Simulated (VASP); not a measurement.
Write the native input for VASP 6.6.1 that does the following.

```
Task                   : relaxation of cell and atoms
Functional             : LDA
Potentials or basis    : VASP PAW LDA potentials, release 64 (Os)
Cutoff                 : 600 eV
k mesh                 : 21 × 21 × 21
Occupations            : fermi-dirac, width 0.05 eV
Spin                   : no spin polarisation
Dipole correction      : no
Further INCAR settings : ALGO = Normal; EDIFF = 1e-07; IBRION = 2; EDIFFG = -0.01; NSW = 60; ISIF = 3
```

The structure of Os lies in POSCAR:

```
Os
1.0
    0.0000000000      1.9100000000      1.9100000000
    1.9100000000      0.0000000000      1.9100000000
    1.9100000000      1.9100000000      0.0000000000
Os
1
Direct
    0.0000000000      0.0000000000      0.0000000000
```

This isn't the form of Os at room conditions, which is hcp.

The input as run:

INCAR

```
  ALGO = Normal
  EDIFF = 1E-7
  EDIFFG = -0.01
  ENCUT = 600
  GGA = CA
  GGA_COMPAT = False
  IBRION = 2
  ISIF = 3
  ISMEAR = -1
  LASPH = True
  LCHARG = False
  LREAL = False
  LWAVE = False
  NELM = 120
  NELMIN = 4
  NSW = 60
  PREC = Accurate
  SIGMA = 0.05
```

KPOINTS

```
k-points
0
Gamma
  21 21 21
```

Potentials or basis: VASP PAW LDA potentials, release 64 (Os).

Run with:

```console
$ cat potpaw_LDA.64/Os/POTCAR > POTCAR
$ mpirun -np 1 vasp_std > vasp.out
```

It gave:

```
Relaxed volume                        : 13.79 Å³/atom
Relaxed cell                          : a = 2.692 Å, b = 2.692 Å, c = 2.692 Å, α = 60.00°, β = 60.00°, γ = 60.00°
Space group after relaxing (to 0.1 Å) : Fm-3m (No. 225)
Energy gained by relaxing             : 2.3 meV/atom
Ionic steps                           : 3
Pressure after relaxing               : -0.1 GPa
Band gap on the k mesh                : zero (bands 4 and 5 overlap by 4.20 eV)
```

Caveat: spin-orbit coupling is left out, which moves the levels of the heavy elements.

Wall time 49 s on 1 thread of Intel(R) Xeon(R) Platinum 8259CL CPU @ 2.50GHz (Skylake/Cascade Lake) (shared host), peak memory 0.17 GiB.
